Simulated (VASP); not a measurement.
# SiO2 (P4_32_12) in VASP: notebook, part 2 of 2

VASP 6.6.1.

**3. Single point, r2SCAN**

Input file POSCAR:

```
SiO2
1.0
    5.2441094488      0.0000000000      0.0000000000
    0.0000000000      5.2441094488      0.0000000000
    0.0000000000      0.0000000000      7.4098281329
Si O
4 8
Direct
    0.2395007299      0.2395007299      0.0000000000
    0.2604992701      0.7395007299      0.7500000000
    0.7395007299      0.2604992701      0.2500000000
    0.7604992701      0.7604992701      0.5000000000
    0.5227206609      0.7495663975      0.6371629141
    0.4772793391      0.2504336025      0.1371629141
    0.7495663975      0.5227206609      0.3628370859
    0.2495663975      0.9772793391      0.8871629141
    0.2504336025      0.4772793391      0.8628370859
    0.0227206609      0.7504336025      0.6128370859
    0.9772793391      0.2495663975      0.1128370859
    0.7504336025      0.0227206609      0.3871629141
```

Input file INCAR.step1:

```
PREC     = Accurate       # precision mode
ENCUT    = 520            # plane-wave cutoff, eV
ISMEAR   = 0              # smearing method
SIGMA    = 0.02           # smearing width, eV
LREAL    = False          # projectors in reciprocal space
LASPH    = True           # aspherical terms in the spheres
NELM     = 60             # most SCF steps
NBANDS   = 44             # bands
GGA      = PE             # functional
ALGO     = Normal         # electronic algorithm
EDIFF    = 1E-4           # SCF threshold, eV
LWAVE    = True           # write WAVECAR
LCHARG   = False          # write CHGCAR
```

Input file INCAR.step2:

```
PREC     = Accurate       # precision mode
ENCUT    = 520            # plane-wave cutoff, eV
EDIFF    = 1E-7           # SCF threshold, eV
ISMEAR   = 0              # smearing method
SIGMA    = 0.02           # smearing width, eV
LREAL    = False          # projectors in reciprocal space
LASPH    = True           # aspherical terms in the spheres
NELM     = 60             # most SCF steps
ALGO     = Normal         # electronic algorithm
ISIF     = 2              # what is computed and relaxed
LWAVE    = False          # write WAVECAR
LCHARG   = True           # write CHGCAR
METAGGA  = R2SCAN         # meta-GGA
LMIXTAU  = True         
LELF     = True           # ELF
LVHAR    = True         
NBANDS   = 44             # bands
ISTART   = 1
```

Input file KPOINTS:

```
Automatic mesh
0
Gamma
  6 6 4
```

Potentials or basis: VASP PAW PBE potentials, release 64 (Si, O).

Run with:

```console
$ cat potpaw_PBE.64/Si/POTCAR potpaw_PBE.64/O/POTCAR > POTCAR
$ cp INCAR.step1 INCAR
$ mpirun -np 1 vasp_std > vasp.out
$ cp INCAR.step2 INCAR
$ mpirun -np 1 vasp_std > vasp.out
```

OUTCAR:

```text
PREC = Accurate
   ENCUT = 520
   EDIFF = 1E-7
   ISMEAR = 0
   LREAL = False
   LASPH = True
   NELM = 60
   ISIF = 2
   METAGGA = R2SCAN
   ISTART = 1

 ion  position               nearest neighbor table
   1  0.240  0.240  0.000-   6 1.61   9 1.61   8 1.61  11 1.61
   2  0.260  0.740  0.750-   8 1.61  10 1.61   9 1.61   5 1.61
   3  0.740  0.260  0.250-  11 1.61  12 1.61   6 1.61   7 1.61
   4  0.760  0.760  0.500-   5 1.61   7 1.61  10 1.61  12 1.61
   5  0.523  0.750  0.637-   4 1.61   2 1.61
   6  0.477  0.250  0.137-   1 1.61   3 1.61
   7  0.750  0.523  0.363-   4 1.61   3 1.61
   8  0.250  0.977  0.887-   2 1.61   1 1.61
   9  0.250  0.477  0.863-   1 1.61   2 1.61
  10  0.023  0.750  0.613-   2 1.61   4 1.61
  11  0.977  0.250  0.113-   3 1.61   1 1.61
  12  0.750  0.023  0.387-   3 1.61   4 1.61

  LATTYP: Found a simple tetragonal cell.
 ALAT       =     5.2441094488
 C/A-ratio  =     1.4129812135

  Lattice vectors:

[... 213 lines left out ...]
      4     -19.7334      2.00000
      5     -19.7315      2.00000
      6     -19.7154      2.00000
[... 1117 lines left out ...]
     43      11.1629      0.00000
     44      11.1632      0.00000

 [... further k-points ...]

------------------------ aborting loop because EDIFF is reached ----------------------------------------

  FORCE on cell =-STRESS in cart. coord.  units (eV):
  Direction    XX          YY          ZZ          XY          YZ          ZX
  --------------------------------------------------------------------------------------
  -------------------------------------------------------------------------------------
  Total       -2.4549173     -2.4549173     -2.4255479     -0.0000000      0.0000000      0.0000000
  in kB      -19.3017116    -19.3017116    -19.0707955     -0.0000000      0.0000000      0.0000000
  external PRESSURE =     -19.2247396 kB  Pullay stress =       0.0000000 kB

 VOLUME and BASIS-vectors are now :
 -----------------------------------------------------------------------------
  energy-cutoff  :      520.00
  volume of cell :      203.78
      direct lattice vectors                 reciprocal lattice vectors
     5.244109449  0.000000000  0.000000000     0.190690147  0.000000000  0.000000000
     0.000000000  5.244109449  0.000000000     0.000000000  0.190690147  0.000000000
     0.000000000  0.000000000  7.409828133     0.000000000  0.000000000  0.134955897

 POSITION                                       TOTAL-FORCE (eV/Angst)
 -----------------------------------------------------------------------------------
      1.25597      1.25597      0.00000        -0.010001     -0.010001      0.000000
      1.36609      3.87802      5.55737         0.010001     -0.010001      0.000000
      3.87802      1.36609      1.85246        -0.010001      0.010001     -0.000000
      3.98814      3.98814      3.70491         0.010001      0.010001      0.000000
      2.74120      3.93081      4.72127        -0.005731     -0.004509     -0.000147
      2.50291      1.31330      1.01635         0.005731      0.004509     -0.000147
      3.93081      2.74120      2.68856        -0.004509     -0.005731      0.000147
      1.30875      5.12496      6.57372        -0.004509      0.005731     -0.000147
      1.31330      2.50291      6.39347         0.004509      0.005731      0.000147
      0.11915      3.93536      4.54102        -0.005731      0.004509      0.000147
      5.12496      1.30875      0.83610         0.005731     -0.004509      0.000147
      3.93536      0.11915      2.86881         0.004509     -0.005731     -0.000147
 -----------------------------------------------------------------------------------
    total drift:                                0.000000     -0.000000      0.000000

  FREE ENERGIE OF THE ION-ELECTRON SYSTEM (eV)
  ---------------------------------------------------
  free  energy   TOTEN  =      -119.0079138006 eV

  energy  without entropy=     -119.0079138006  energy(sigma->0) =     -119.00791380
```

OSZICAR.step1:

```text
N       E                     dE             d eps       ncg     rms          rms(c)
DAV:   1     0.444433949303E+03    0.44443E+03   -0.31988E+04  2640   0.130E+03
DAV:   2    -0.687468809616E+02   -0.51318E+03   -0.49344E+03  3408   0.313E+02
DAV:   3    -0.107997749272E+03   -0.39251E+02   -0.39038E+02  3304   0.925E+01
DAV:   4    -0.108568492459E+03   -0.57074E+00   -0.56963E+00  3232   0.123E+01
DAV:   5    -0.108579361390E+03   -0.10869E-01   -0.10862E-01  3252   0.165E+00    0.299E+01
DAV:   6    -0.949163648528E+02    0.13663E+02   -0.52688E+01  3092   0.330E+01    0.139E+01
DAV:   7    -0.948751404421E+02    0.41224E-01   -0.16257E+00  3036   0.505E+00    0.503E+00
DAV:   8    -0.948365044061E+02    0.38636E-01   -0.80634E-02  3276   0.167E+00    0.200E+00
DAV:   9    -0.948365973186E+02   -0.92913E-04   -0.51669E-02  3060   0.125E+00    0.397E-01
DAV:  10    -0.948406763271E+02   -0.40790E-02   -0.50538E-03  2828   0.318E-01    0.134E-01
DAV:  11    -0.948403988482E+02    0.27748E-03   -0.17982E-03  3056   0.216E-01    0.400E-02
DAV:  12    -0.948403887145E+02    0.10134E-04   -0.67325E-05  2108   0.498E-02
   1 F= -.94840389E+02 E0= -.94840389E+02  d E =-.108037E-26
```

It took 21 min on 1 thread of Intel Xeon Platinum 8259CL at 2.50GHz (Skylake/Cascade Lake), shared host; peak memory 0.42 GiB.

Results:

```
Free energy            : -119.0079 eV
Pressure               : -1.9 GPa
Largest force          : 0.014 eV/Å
Band gap on the k mesh : 6.03 eV
```

Forces in eV/Å, atoms in the order of the input:
```
Si  -0.010 -0.010  0.000
Si   0.010 -0.010  0.000
Si  -0.010  0.010  0.000
Si   0.010  0.010  0.000
O   -0.006 -0.005  0.000
O    0.006  0.005  0.000
O   -0.005 -0.006  0.000
O   -0.005  0.006  0.000
O    0.005  0.006  0.000
O   -0.006  0.005  0.000
O    0.006 -0.005  0.000
O    0.005 -0.006  0.000
```

Caveat: the PAW data sets were made with another functional, which shifts forces and pressure a little. A k mesh can miss the band edges.
